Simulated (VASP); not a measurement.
# Al3Ru2 (P4mm) in VASP: single point with r2SCAN

Aim: the single point of Al3Ru2 with r2SCAN.

All numbers are computed with VASP 6.6.1; they aren't measurements. Logs are shortened: lines on timing, memory, paths and dates and some standing lists are left out, and cuts for length are marked.

## (1) The cell of the first run

It takes space group P4mm (No. 99, tetragonal). Conventional cell: a = 3.077 Å, b = 3.077 Å, c = 13.974 Å, α = 90.00°, β = 90.00°, γ = 90.00°. Al (site symmetry 4mm) has 6 Al at 2.47 to 3.08 Å and 8 Ru at 2.65 Å within 3.3 Å. Al (site symmetry 4mm) has 8 Ru at 2.65 Å and 6 Al at 2.77 to 3.08 Å within 3.5 Å. Al (site symmetry 4mm) has 5 Ru at 2.38 to 2.86 Å and 9 Al at 2.47 to 3.08 Å within 3.1 Å. Al (site symmetry 4mm) has 5 Ru at 2.51 to 2.86 Å and 9 Al at 2.70 to 3.08 Å within 3.3 Å. Within 3.3 Å of Al (site symmetry 4mm) lie 5 Ru at 2.51 to 2.56 Å and 9 Al at 2.70 to 3.08 Å. Within 3.3 Å of Al (site symmetry 4mm) lie 5 Ru at 2.51 to 2.86 Å and 9 Al at 2.70 to 3.08 Å. Ru (site symmetry 4mm) has 9 Al at 2.51 to 2.86 Å and 5 Ru at 3.02 to 3.08 Å within 3.3 Å. Ru (site symmetry 4mm) has 9 Al at 2.51 to 2.86 Å and 5 Ru at 3.02 to 3.08 Å within 3.3 Å.

## (2) Single point, r2SCAN (the distance across one plane changed)

The input, POSCAR:

```
Al3Ru2
1.0
   -3.0773144119      0.0000000000      0.0000000000
    0.0000000000     -3.0773144119      0.0000000000
    0.0000000000      0.0000000000     13.9743170207
Al Ru
6 4
Direct
    0.5000000000      0.5000000000      0.1531180464
    1.0000000000      0.0000000000      0.6638520235
    0.5000000000      0.5000000000      0.9765736857
    1.0000000000      1.0000000000      0.4658397085
    0.0000000000      0.0000000000      0.8618643386
    0.5000000000      0.5000000000      0.3511303614
    0.5000000000      0.5000000000      0.7720444085
    1.0000000000      1.0000000000      0.2613104313
    0.5000000000      0.5000000000      0.5556596386
    1.0000000000      1.0000000000      0.0449256614
```

The input, INCAR.step1:

```
ALGO = Normal
EDIFF = 1E-4
ENCUT = 520
GGA = PE
ISMEAR = 0
LASPH = True
LCHARG = False
LREAL = False
LWAVE = True
NBANDS = 48
NELM = 100
PREC = Accurate
SIGMA = 0.15
```

The input, INCAR.step2:

```
ALGO = Normal
EDIFF = 1E-6
ENCUT = 520
ISIF = 2
ISMEAR = 0
ISTART = 1
LASPH = True
LCHARG = False
LMIXTAU = True
LREAL = False
LWAVE = False
METAGGA = R2SCAN
NBANDS = 48
NELM = 100
PREC = Accurate
SIGMA = 0.15
```

The input, KPOINTS:

```
k-points
0
Gamma
  15 15 4
```

Potentials or basis: VASP PAW PBE potentials, release 64 (Al, Ru_pv).

Launch:

```bash
> cat potpaw_PBE.64/Al/POTCAR potpaw_PBE.64/Ru_pv/POTCAR > POTCAR
> cp INCAR.step1 INCAR
> mpirun -np 1 vasp_std > vasp.out
> cp INCAR.step2 INCAR
> mpirun -np 1 vasp_std > vasp.out
```

OUTCAR:

```text
EDIFF = 1E-6
   ENCUT = 520
   ISIF = 2
   ISMEAR = 0
   ISTART = 1
   LASPH = True
   LREAL = False
   METAGGA = R2SCAN
   NELM = 100
   PREC = Accurate

 ion  position               nearest neighbor table
   1  0.500  0.500  0.153-   3 2.47   8 2.65   8 2.65   8 2.65   8 2.65  10 2.65  10 2.65  10 2.65
                            10 2.65   6 2.77
   2  0.000  0.000  0.664-   9 2.65   9 2.65   9 2.65   9 2.65   7 2.65   7 2.65   7 2.65   7 2.65
                             4 2.77   5 2.77
   3  0.500  0.500  0.977-  10 2.38  10 2.38  10 2.38  10 2.38   1 2.47   5 2.70   5 2.70   5 2.70
                             5 2.70   7 2.86
   4  0.000  0.000  0.466-   9 2.51   9 2.51   9 2.51   9 2.51   6 2.70   6 2.70   6 2.70   6 2.70
                             2 2.77   8 2.86
   5  0.000  0.000  0.862-   7 2.51   7 2.51   7 2.51   7 2.51  10 2.56   3 2.70   3 2.70   3 2.70
                             3 2.70   2 2.77
   6  0.500  0.500  0.351-   8 2.51   8 2.51   8 2.51   8 2.51   4 2.70   4 2.70   4 2.70   4 2.70
                             1 2.77   9 2.86
   7  0.500  0.500  0.772-   5 2.51   5 2.51   5 2.51   5 2.51   2 2.65   2 2.65   2 2.65   2 2.65
                             3 2.86   9 3.02
   8  0.000  0.000  0.261-   6 2.51   6 2.51   6 2.51   6 2.51   1 2.65   1 2.65   1 2.65   1 2.65
                             4 2.86  10 3.02
   9  0.500  0.500  0.556-   4 2.51   4 2.51   4 2.51   4 2.51   2 2.65   2 2.65   2 2.65   2 2.65
                             6 2.86   7 3.02
  10  0.000  0.000  0.045-   3 2.38   3 2.38   3 2.38   3 2.38   5 2.56   1 2.65   1 2.65   1 2.65
                             1 2.65   8 3.02

  LATTYP: Found a simple tetragonal cell.
 ALAT       =     3.0773144119
 C/A-ratio  =     4.5410754802

  Lattice vectors:

 A1 = (  -3.0773144119,   0.0000000000,   0.0000000000)
 A2 = (   0.0000000000,  -3.0773144119,   0.0000000000)
 A3 = (   0.0000000000,   0.0000000000,  13.9743170207)

Analysis of symmetry for initial positions (statically):
=====================================================================
 Subroutine PRICEL returns:
 Original cell was already a primitive cell.

 Routine SETGRP: Setting up the symmetry group for a
 simple tetragonal supercell.

 Subroutine GETGRP returns: Found  8 space group operations
 (whereof  8 operations were pure point group operations)
 out of a pool of 16 trial point group operations.

The static configuration has the point symmetry C_4v.

Analysis of symmetry for dynamics (positions and initial velocities):
=====================================================================
 Subroutine PRICEL returns:
 Original cell was already a primitive cell.

 Routine SETGRP: Setting up the symmetry group for a
 simple tetragonal supercell.

 Subroutine GETGRP returns: Found  8 space group operations
 (whereof  8 operations were pure point group operations)
 out of a pool of 16 trial point group operations.

The dynamic configuration has the point symmetry C_4v.

 Subroutine INISYM returns: Found  8 space group operations
 (whereof  8 operations are pure point group operations),
 and found     1 'primitive' translations

----------------------------------------------------------------------------------------

                                     Primitive cell

  volume of cell :     132.3349

  direct lattice vectors                    reciprocal lattice vectors
    -3.077314412  0.000000000  0.000000000    -0.324958670  0.000000000  0.000000000
     0.000000000 -3.077314412  0.000000000     0.000000000 -0.324958670  0.000000000
     0.000000000  0.000000000 13.974317021     0.000000000  0.000000000  0.071559848

  length of vectors
     3.077314412  3.077314412 13.974317021     0.324958670  0.324958670  0.071559848

  position of ions in fractional coordinates (direct lattice)
     0.500000000  0.500000000  0.153118046
     0.000000000  0.000000000  0.663852023
     0.500000000  0.500000000  0.976573686
     0.000000000  0.000000000  0.465839708
     0.000000000  0.000000000  0.861864339
     0.500000000  0.500000000  0.351130361
     0.500000000  0.500000000  0.772044409
     0.000000000  0.000000000  0.261310431
     0.500000000  0.500000000  0.555659639
     0.000000000  0.000000000  0.044925661

  ion indices of the primitive-cell ions
   primitive index   ion index
                 1           1
                 2           2
                 3           3
                 4           4
                 5           5
                 6           6
                 7           7
                 8           8
                 9           9
                10          10

----------------------------------------------------------------------------------------

 KPOINTS: k-points

Automatic generation of k-mesh.
 Grid dimensions read from file:
 generate k-points for:   15   15    4

 Generating k-lattice:

  Cartesian coordinates                     Fractional coordinates (reciprocal lattice)
    -0.021663911  0.000000000  0.000000000     0.066666667  0.000000000  0.000000000
     0.000000000 -0.021663911  0.000000000     0.000000000  0.066666667  0.000000000
     0.000000000  0.000000000  0.017889962     0.000000000  0.000000000  0.250000000

  Length of vectors
     0.021663911  0.021663911  0.017889962

  Shift w.r.t. Gamma in fractional coordinates (k-lattice)
     0.000000000  0.000000000  0.000000000

 Subroutine IBZKPT returns following result:
 ===========================================

 Found    108 irreducible k-points:

 Following reciprocal coordinates:
            Coordinates               Weight
  0.000000  0.000000  0.000000      1.000000
  0.066667  0.000000  0.000000      4.000000
  0.133333  0.000000  0.000000      4.000000
  0.200000  0.000000  0.000000      4.000000
  0.266667  0.000000  0.000000      4.000000
  0.333333  0.000000  0.000000      4.000000
[... 16 lines left out ...]
  0.266667  0.200000  0.000000      8.000000
  0.333333  0.200000  0.000000      8.000000
 [... further k-points ...]
   k-points           NKPTS =    108   k-points in BZ     NKDIM =    108   number of bands    NBANDS=     48
   number of dos      NEDOS =    301   number of ions     NIONS =     10
   total plane-waves  NPLWV =  62208
   dimension x,y,z NGX =    24 NGY =   24 NGZ =  108
   dimension x,y,z NGXF=    48 NGYF=   48 NGZF=  216
   ions per type =               6   4
   NGX,Y,Z   is equivalent  to a cutoff of  12.97, 12.97, 12.85 a.u.
   NGXF,Y,Z  is equivalent  to a cutoff of  25.93, 25.93, 25.70 a.u.
 SYSTEM =  unknown system
   PREC   = accura    normal or accurate (medium, high low for compatibility)
   ISTART =      1    job   : 0-new  1-cont  2-samecut
   ICHARG =      0    charge: 1-file 2-atom 10-const
   ISPIN  =      1    spin polarized calculation?
   LNONCOLLINEAR =      F non collinear calculations
   LSORBIT =      F    spin-orbit coupling
   LASPH  =      T    aspherical Exc in radial PAW
   ENCUT  =  520.0 eV  38.22 Ry    6.18 a.u.   5.72  5.72 25.98*2*pi/ulx,y,z
   NELM   =    100;   NELMIN=  2; NELMDL=  0     # of ELM steps
   EDIFF  = 0.1E-05   stopping-criterion for ELM
   LREAL  =      F    real-space projection
   EDIFFG = 0.1E-04   stopping-criterion for IOM
   NSW    =      0    number of steps for IOM
[... 5 lines left out ...]
   TEBEG  =    0.0;   TEEND  =   0.0 temperature during run
   PSTRESS=    0.0 pullay stress
   NELECT =      74.0000    total number of electrons
   NUPDOWN=      -1.0000    fix difference up-down
   EMIN   =  10.00;   EMAX   =-10.00  energy-range for DOS
   EFERMI =   0.00;   METHOD = LEGACY
   ISMEAR =     0;   SIGMA  =   0.15  broadening in eV -4-tet -1-fermi 0-gaus
   EFERMI_NEDOS =   21; number of points for ismear=-14 and -15
   IALGO  =     38    algorithm
   IMIX   =      4    mixing-type and parameters
     AMIX     =   0.40;   BMIX     =  1.00
     AMIX_MAG =   1.60;   BMIX_MAG =  1.00
  volume/ion in A,a.u.               =      13.23        89.30
  Fermi-wavevector in a.u.,A,eV,Ry     =   1.348737  2.548743 24.750245  1.819092
  Thomas-Fermi vector in A             =   2.476381
   LORBIT       =      0    0 simple, 1 ext, 2 COOP (PROOUT), +10 PAW based schemes
   METAGGA = R2SCAN    functional components
   LHFCALC =     F    Hartree Fock is set to
   AEXX    =    0.0000 exact exchange contribution
   IVDW    =     0    specifies the selected vdW correction
   LEPSILON=     F    determine dielectric tensor
   LRPA    =     F    only Hartree local field effects (RPA)
 non-spin polarized calculation
 Gauss-broadening in eV      SIGMA  =   0.15
  energy-cutoff  :      520.00
  volume of cell :      132.33
 maximum number of plane-waves:      3592
 NGX is ok and might be reduce to    24
   NGX = 11   NGY = 11   NGZ = 51

 number of electron      74.0000019 magnetization

 Free energy of the ion-electron system (eV)
  ---------------------------------------------------
  ext. energy  EPLUGINS =         0.00000000
  ---------------------------------------------------
  free energy    TOTEN  =      -149.27734438 eV

  energy without entropy =     -149.25362198  energy(sigma->0) =     -149.26548318

 E-fermi :  10.7383     XC(G=0): -13.2751

 val. band max:       10.7335175185   @ k =   0.2667   0.2000   0.5000
 cond. band min:      10.7475637781   @ k =   0.3333   0.3333   0.0000
 fundamental gap:      0.0140462596
 Fermi energy:        10.7383377620

 k-point     1 :       0.0000    0.0000    0.0000
  band No.  band energies     occupation
      1     -32.9738      2.00000
      2     -32.9738      2.00000
      3     -32.8239      2.00000
      4     -32.5639      2.00000
      5     -32.5503      2.00000
      6     -32.5294      2.00000
[... 40 lines left out ...]
     47      17.0421      0.00000
     48      17.0421      0.00000
[... 1171 lines left out ...]
     47      16.5711      0.00000
     48      17.0119      0.00000

 [... further k-points ...]

------------------------ aborting loop because EDIFF is reached ----------------------------------------

  FORCE on cell =-STRESS in cart. coord.  units (eV):
  Direction    XX          YY          ZZ          XY          YZ          ZX
  --------------------------------------------------------------------------------------
  -------------------------------------------------------------------------------------
  Total        3.6132238      3.6132238      9.3963376      0.0000000      0.0000000      0.0000000
  in kB       43.7452711     43.7452711    113.7613829      0.0000000      0.0000000      0.0000000
  external PRESSURE =      67.0839750 kB  Pullay stress =       0.0000000 kB

 VOLUME and BASIS-vectors are now :
 -----------------------------------------------------------------------------
  energy-cutoff  :      520.00
  volume of cell :      132.33
      direct lattice vectors                 reciprocal lattice vectors
    -3.077314412  0.000000000  0.000000000    -0.324958670  0.000000000  0.000000000
     0.000000000 -3.077314412  0.000000000     0.000000000 -0.324958670  0.000000000
     0.000000000  0.000000000 13.974317021     0.000000000  0.000000000  0.071559848

 POSITION                                       TOTAL-FORCE (eV/Angst)
 -----------------------------------------------------------------------------------
     -1.53866     -1.53866      2.13972        -0.000000     -0.000000      1.757082
      0.00000      0.00000      9.27688        -0.000000     -0.000000      0.117056
     -1.53866     -1.53866     13.64695        -0.000000     -0.000000     -3.685129
      0.00000      0.00000      6.50979         0.000000     -0.000000     -0.022624
      0.00000      0.00000     12.04397        -0.000000     -0.000000     -0.443243
     -1.53866     -1.53866      4.90681        -0.000000     -0.000000      0.023438
     -1.53866     -1.53866     10.78879        -0.000000      0.000000     -0.525143
      0.00000      0.00000      3.65163        -0.000000     -0.000000      0.008853
     -1.53866     -1.53866      7.76496        -0.000000     -0.000000     -0.114469
      0.00000      0.00000      0.62781         0.000000     -0.000000      2.884179
 -----------------------------------------------------------------------------------
    total drift:                               -0.000000      0.000000     -0.010347

  FREE ENERGIE OF THE ION-ELECTRON SYSTEM (eV)
  ---------------------------------------------------
  free  energy   TOTEN  =      -149.2773443829 eV

  energy  without entropy=     -149.2536219812  energy(sigma->0) =     -149.26548318
```

Wall time 68 min (1 thread of Oxide Virtual Turin-like, shared host); peak memory 0.56 GiB.

What came out:

- Free energy: -149.2773 eV
- Pressure: 6.7 GPa
- Largest force: 3.685 eV/Å
- Band gap on the k mesh: zero (bands 37 and 38 overlap by 1.62 eV)

Forces on the atoms (eV/Å):
```
Al   0.000  0.000  1.757
Al   0.000  0.000  0.117
Al   0.000  0.000 -3.685
Al   0.000  0.000 -0.023
Al   0.000  0.000 -0.443
Al   0.000  0.000  0.023
Ru   0.000  0.000 -0.525
Ru   0.000  0.000  0.009
Ru   0.000  0.000 -0.114
Ru   0.000  0.000  2.884
```

Stress tensor (GPa, compression positive):
```
 4.37  0.00  0.00
 0.00  4.37  0.00
 0.00  0.00 11.38
```

Levels at points of the mesh, in eV from the Fermi level:
| k point | band 34 | band 35 | band 36 | band 37 | band 38 | band 39 | band 40 | band 41 | band 42 | band 43 |
| --- | --- | --- | --- | --- | --- | --- | --- | --- | --- | --- |
| (0.00, 0.00, 0.00) | -0.61 | -0.61 | -0.31 | -0.28 | -0.12 | 2.49 | 3.60 | 4.46 | 4.46 | 5.52 |
| (0.00, 0.00, 0.50) | -0.69 | -0.69 | -0.31 | -0.28 | -0.12 | 2.69 | 3.10 | 4.72 | 4.72 | 5.07 |

Caveat: the cell differs from its parent crystal (the distance across one plane changed); the stress differs along the axes, from 4 to 11 GPa; the PAW data sets were made with another functional, which shifts forces and pressure a little.
